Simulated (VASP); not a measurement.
# SiC (R3m) in VASP: notebook

The runs below take SiC through single point, with PBE.

All numbers are computed with VASP 6.6.1; they aren't measurements. Logs are shortened: lines on timing, memory, paths and dates and some standing lists are left out, and cuts for length are marked.

## 1. The cell of the first run

Symmetry: R3m, No. 160, trigonal system. The conventional cell has a = 3.053 Å, b = 3.053 Å, c = 7.242 Å, α = 90.00°, β = 90.00°, γ = 120.00°. Within 2.4 Å of Si (site symmetry 3m) lie 4 C at 1.81 to 1.86 Å. C (site symmetry 3m) has 4 Si at 1.81 to 1.86 Å within 2.4 Å.

## 2. Single point, PBE

INCAR reads:

```
PREC = Accurate
ENCUT = 520
EDIFF = 1E-6
ISMEAR = 0
SIGMA = 0.05
LREAL = F
LASPH = T
NELM = 80
ALGO = Normal
ISIF = 2
LWAVE = F
LCHARG = F
GGA = PE
NBANDS = 11
```

KPOINTS reads:

```
Automatic mesh
0
Gamma
  12 12 12
```

POSCAR reads:

```
SiC
1.0
    0.0000000000      2.1589488555      2.1589488555
    2.1589488555      0.0000000000      2.1589488555
    2.1134669996      2.1134669996      0.0454818559
Si C
1 1
Direct
    0.0000000000      0.0000000000      0.0000000000
    0.7500000000      0.7500000000      0.7500000000
```

Potentials or basis: VASP PAW PBE potentials, release 64 (Si, C).

Command:

```console
$ cat potpaw_PBE.64/Si/POTCAR potpaw_PBE.64/C/POTCAR > POTCAR
$ mpirun -np 1 vasp_std > vasp.out
```

OUTCAR:

```text
PREC = Accurate
   ENCUT = 520
   EDIFF = 1E-6
   ISMEAR = 0
   LREAL = F
   LASPH = T
   NELM = 80
   ISIF = 2
   GGA = PE

 ion  position               nearest neighbor table
   1  0.000  0.000  0.000-   2 1.81   2 1.86   2 1.86   2 1.86
   2  0.750  0.750  0.750-   1 1.81   1 1.86   1 1.86   1 1.86

  LATTYP: Found a trigonal (rhomboedric) cell.
 ALAT       =     2.9892397221
 COS(alpha) =     0.4783692091

  Lattice vectors:

 A1 = (   2.1134669996,  -0.0454818559,  -2.1134669996)
 A2 = (  -0.0454818559,   2.1134669996,  -2.1134669996)
 A3 = (   2.1134669996,   2.1134669996,   0.0454818559)

Analysis of symmetry for initial positions (statically):
=====================================================================
 Subroutine PRICEL returns:
 Original cell was already a primitive cell.

 Routine SETGRP: Setting up the symmetry group for a
 trigonal (rhombohedral) supercell.

 Subroutine GETGRP returns: Found  6 space group operations
 (whereof  6 operations were pure point group operations)
 out of a pool of 12 trial point group operations.

The static configuration has the point symmetry C_3v.

Analysis of symmetry for dynamics (positions and initial velocities):
=====================================================================
 Subroutine PRICEL returns:
 Original cell was already a primitive cell.

 Routine SETGRP: Setting up the symmetry group for a
 trigonal (rhombohedral) supercell.

 Subroutine GETGRP returns: Found  6 space group operations
 (whereof  6 operations were pure point group operations)
 out of a pool of 12 trial point group operations.

The dynamic configuration has the point symmetry C_3v.

 Subroutine INISYM returns: Found  6 space group operations
 (whereof  6 operations are pure point group operations),
 and found     1 'primitive' translations

----------------------------------------------------------------------------------------

                                     Primitive cell

  volume of cell :      19.4900

  direct lattice vectors                    reciprocal lattice vectors
     0.000000000  2.158948855  2.158948855    -0.234113246  0.229075124  0.234113246
     2.158948855  0.000000000  2.158948855     0.229075124 -0.234113246  0.234113246
     2.113467000  2.113467000  0.045481856     0.239151368  0.239151368 -0.239151368

  length of vectors
     3.053214752  3.053214752  2.989239722     0.402608291  0.402608291  0.414222320

  position of ions in fractional coordinates (direct lattice)
     0.000000000  0.000000000  0.000000000
     0.750000000  0.750000000  0.750000000

  ion indices of the primitive-cell ions
   primitive index   ion index
                 1           1
                 2           2

----------------------------------------------------------------------------------------

 KPOINTS: Automatic mesh

Automatic generation of k-mesh.
 Grid dimensions read from file:
 generate k-points for:   12   12   12

 Generating k-lattice:

  Cartesian coordinates                     Fractional coordinates (reciprocal lattice)
    -0.019509437  0.019089594  0.019509437     0.083333333  0.000000000 -0.000000000
     0.019089594 -0.019509437  0.019509437     0.000000000  0.083333333 -0.000000000
     0.019929281  0.019929281 -0.019929281     0.000000000  0.000000000  0.083333333

  Length of vectors
     0.033550691  0.033550691  0.034518527

  Shift w.r.t. Gamma in fractional coordinates (k-lattice)
     0.000000000  0.000000000  0.000000000

 Subroutine IBZKPT returns following result:
 ===========================================

 Found    189 irreducible k-points:

 Following reciprocal coordinates:
            Coordinates               Weight
  0.000000  0.000000  0.000000      1.000000
  0.083333  0.000000  0.000000      6.000000
  0.166667  0.000000 -0.000000      6.000000
  0.250000  0.000000  0.000000      6.000000
  0.333333  0.000000  0.000000      6.000000
  0.416667  0.000000 -0.000000      6.000000
[... 16 lines left out ...]
  0.500000  0.166667  0.000000     12.000000
 -0.416667  0.166667 -0.000000     12.000000
 [... further k-points ...]
   k-points           NKPTS =    189   k-points in BZ     NKDIM =    189   number of bands    NBANDS=     11
   number of dos      NEDOS =    301   number of ions     NIONS =      2
   total plane-waves  NPLWV =  13824
   dimension x,y,z NGX =    24 NGY =   24 NGZ =   24
   dimension x,y,z NGXF=    48 NGYF=   48 NGZF=   48
   ions per type =               1   1
   NGX,Y,Z   is equivalent  to a cutoff of  13.07, 13.07, 13.35 a.u.
   NGXF,Y,Z  is equivalent  to a cutoff of  26.14, 26.14, 26.70 a.u.
 SYSTEM =  unknown system
   PREC   = accura    normal or accurate (medium, high low for compatibility)
   ISTART =      0    job   : 0-new  1-cont  2-samecut
   ICHARG =      2    charge: 1-file 2-atom 10-const
   ISPIN  =      1    spin polarized calculation?
   LNONCOLLINEAR =      F non collinear calculations
   LSORBIT =      F    spin-orbit coupling
   LASPH  =      T    aspherical Exc in radial PAW
   ENCUT  =  520.0 eV  38.22 Ry    6.18 a.u.   5.68  5.68  5.56*2*pi/ulx,y,z
   NELM   =     80;   NELMIN=  2; NELMDL= -5     # of ELM steps
   EDIFF  = 0.1E-05   stopping-criterion for ELM
   LREAL  =      F    real-space projection
   EDIFFG = 0.1E-04   stopping-criterion for IOM
   NSW    =      0    number of steps for IOM
   IBRION =     -1    ionic relax: 0-MD 1-quasi-New 2-CG
   NFREE  =      0    steps in history (QN), initial steepest desc. (CG)
   ISIF   =      2    stress and relaxation
   ISYM   =      2    0-nonsym 1-usesym 2-fastsym
   POTIM  = 0.5000    time-step for ionic-motion
   TEBEG  =    0.0;   TEEND  =   0.0 temperature during run
   PSTRESS=    0.0 pullay stress
   NELECT =       8.0000    total number of electrons
   NUPDOWN=      -1.0000    fix difference up-down
   EMIN   =  10.00;   EMAX   =-10.00  energy-range for DOS
   EFERMI =   0.00;   METHOD = LEGACY
   ISMEAR =     0;   SIGMA  =   0.05  broadening in eV -4-tet -1-fermi 0-gaus
   EFERMI_NEDOS =   21; number of points for ismear=-14 and -15
   IALGO  =     38    algorithm
   IMIX   =      4    mixing-type and parameters
     AMIX     =   0.40;   BMIX     =  1.00
     AMIX_MAG =   1.60;   BMIX_MAG =  1.00
  volume/ion in A,a.u.               =       9.74        65.76
  Fermi-wavevector in a.u.,A,eV,Ry     =   1.216655  2.299145 20.140025  1.480250
  Thomas-Fermi vector in A             =   2.352002
   LORBIT       =      0    0 simple, 1 ext, 2 COOP (PROOUT), +10 PAW based schemes
   GGA     = PE    functional components
   LHFCALC =     F    Hartree Fock is set to
   AEXX    =    0.0000 exact exchange contribution
   IVDW    =     0    specifies the selected vdW correction
   LEPSILON=     F    determine dielectric tensor
   LRPA    =     F    only Hartree local field effects (RPA)
 non-spin polarized calculation
 Gauss-broadening in eV      SIGMA  =   0.05
  energy-cutoff  :      520.00
  volume of cell :       19.49
 maximum number of plane-waves:       538
   NGX = 11   NGY = 11   NGZ = 11

 number of electron       7.9999999 magnetization

 Free energy of the ion-electron system (eV)
  ---------------------------------------------------
  ext. energy  EPLUGINS =         0.00000000
  ---------------------------------------------------
  free energy    TOTEN  =       -14.95209080 eV

  energy without entropy =      -14.95209080  energy(sigma->0) =      -14.95209080

 E-fermi :   9.1711     XC(G=0): -11.6193

 val. band max:        8.9193229022   @ k =   0.0000   0.0000   0.0000
 cond. band min:      10.0728359932   @ k =   0.5000   0.5000   0.0000
 fundamental gap:      1.1535130910
 Fermi energy:         9.1711315153

 k-point     1 :       0.0000    0.0000    0.0000
  band No.  band energies     occupation
      1      -7.0911      2.00000
      2       8.7255      2.00000
      3       8.7255      2.00000
      4       8.9193      2.00000
      5      15.4872      0.00000
      6      16.2726      0.00000
      7      16.2726      0.00000
      8      17.3171      0.00000
      9      23.6677      0.00000
     10      23.6677      0.00000
     11      26.1987      0.00000

 k-point     2 :       0.0833    0.0000    0.0000
  band No.  band energies     occupation
      1      -6.9511      2.00000
      2       7.9919      2.00000
      3       8.6396      2.00000
      4       8.8069      2.00000
      5      15.7587      0.00000
      6      16.4510      0.00000
      7      16.4810      0.00000
      8      17.4399      0.00000
      9      22.8429      0.00000
     10      22.9917      0.00000
     11      25.7749      0.00000

 k-point     3 :       0.1667    0.0000   -0.0000
  band No.  band energies     occupation
      1      -6.5348      2.00000
      2       6.2945      2.00000
      3       8.4268      2.00000
      4       8.5658      2.00000
      5      15.6975      0.00000
      6      16.8016      0.00000
      7      17.2145      0.00000
      8      17.9026      0.00000
      9      21.9524      0.00000
     10      22.3064      0.00000
     11      24.9955      0.00000

 k-point     4 :       0.2500    0.0000    0.0000
  band No.  band energies     occupation
      1      -5.8570      2.00000
      2       4.3077      2.00000
      3       8.1770      2.00000
      4       8.2819      2.00000
      5      15.4053      0.00000
      6      16.8795      0.00000
      7      17.3902      0.00000
      8      18.6787      0.00000
      9      22.0316      0.00000
     10      22.6037      0.00000
     11      24.5430      0.00000

 k-point     5 :       0.3333    0.0000    0.0000
  band No.  band energies     occupation
      1      -4.9560      2.00000
      2       2.3603      2.00000
      3       7.9629      2.00000
      4       8.0351      2.00000
      5      15.1369      0.00000
      6      16.5820      0.00000
      7      17.0812      0.00000
      8      19.1633      0.00000
      9      23.1873      0.00000
     10      23.8206      0.00000
     11      24.8328      0.00000
[... 211 lines left out ...]
 k-point    21 :       0.3333    0.1667   -0.0000
  band No.  band energies     occupation
      1      -5.0774      2.00000
      2       3.8062      2.00000
      3       6.9843      2.00000
      4       7.1413      2.00000
      5      14.0116      0.00000
      6      16.6258      0.00000
      7      18.1781      0.00000
      8      19.0395      0.00000
      9      22.0169      0.00000
     10      25.5269      0.00000
     11      27.2431      0.00000

 k-point    22 :       0.4167    0.1667    0.0000
  band No.  band energies     occupation
      1      -4.1367      2.00000
      2       2.0607      2.00000
      3       6.4834      2.00000
      4       7.0383      2.00000
      5      13.8902      0.00000
      6      17.1157      0.00000
      7      18.4899      0.00000
      8      18.6955      0.00000
      9      22.8024      0.00000
     10      26.7147      0.00000
     11      27.5250      0.00000

 k-point    23 :       0.5000    0.1667    0.0000
  band No.  band energies     occupation
      1      -3.2215      2.00000
      2       0.6912      2.00000
      3       6.0032      2.00000
      4       7.1159      2.00000
      5      13.9537      0.00000
      6      17.1265      0.00000
      7      18.1889      0.00000
      8      19.7212      0.00000
      9      23.2174      0.00000
     10      26.8028      0.00000
     11      27.7733      0.00000

 k-point    24 :      -0.4167    0.1667   -0.0000
  band No.  band energies     occupation
      1      -3.0568      2.00000
      2       0.4757      2.00000
      3       5.6542      2.00000
      4       7.3526      2.00000
      5      14.2763      0.00000
      6      17.0481      0.00000
      7      17.9050      0.00000
      8      20.4322      0.00000
      9      23.8167      0.00000
     10      24.9686      0.00000
     11      27.6260      0.00000

 [... further k-points ...]
[... 5 lines left out ...]
  --------------------------------------------------------------------------------------
  -------------------------------------------------------------------------------------
  Total        2.2706451      2.2706451      2.2706451      0.8598126     -0.8598126     -0.8598126
  in kB      186.6586031    186.6586031    186.6586031     70.6809799    -70.6809799    -70.6809799
  external PRESSURE =     186.6586031 kB  Pullay stress =       0.0000000 kB

 VOLUME and BASIS-vectors are now :
 -----------------------------------------------------------------------------
  energy-cutoff  :      520.00
  volume of cell :       19.49
      direct lattice vectors                 reciprocal lattice vectors
     0.000000000  2.158948855  2.158948855    -0.234113246  0.229075124  0.234113246
     2.158948855  0.000000000  2.158948855     0.229075124 -0.234113246  0.234113246
     2.113467000  2.113467000  0.045481856     0.239151368  0.239151368 -0.239151368

 POSITION                                       TOTAL-FORCE (eV/Angst)
 -----------------------------------------------------------------------------------
      0.00000      0.00000      0.00000        -0.286124     -0.286124      0.286124
      3.20431      3.20431      3.27253         0.286124      0.286124     -0.286124
 -----------------------------------------------------------------------------------
    total drift:                                0.000074      0.000074     -0.000074

  FREE ENERGIE OF THE ION-ELECTRON SYSTEM (eV)
  ---------------------------------------------------
  free  energy   TOTEN  =       -14.9520907997 eV

  energy  without entropy=      -14.9520907997  energy(sigma->0) =      -14.95209080
```

It took 46 s on 1 thread of AMD EPYC 7R43 (Zen 3), shared host; peak memory 0.12 GiB.

Results:

```yaml
Free_energy: -14.9521 eV
Pressure: 18.7 GPa
Largest_force: 0.496 eV/Å
Band_gap_on_the_k_mesh: 1.15 eV, indirect (least direct gap 4.39 eV)
```

Forces on the atoms (eV/Å):
```
Si  -0.286 -0.286  0.286
C    0.286  0.286 -0.286
```

A k mesh can miss the band edges. PBE gaps usually lie below the measured ones, often by a third to a half.

(Part 1 of 2 ends here.)
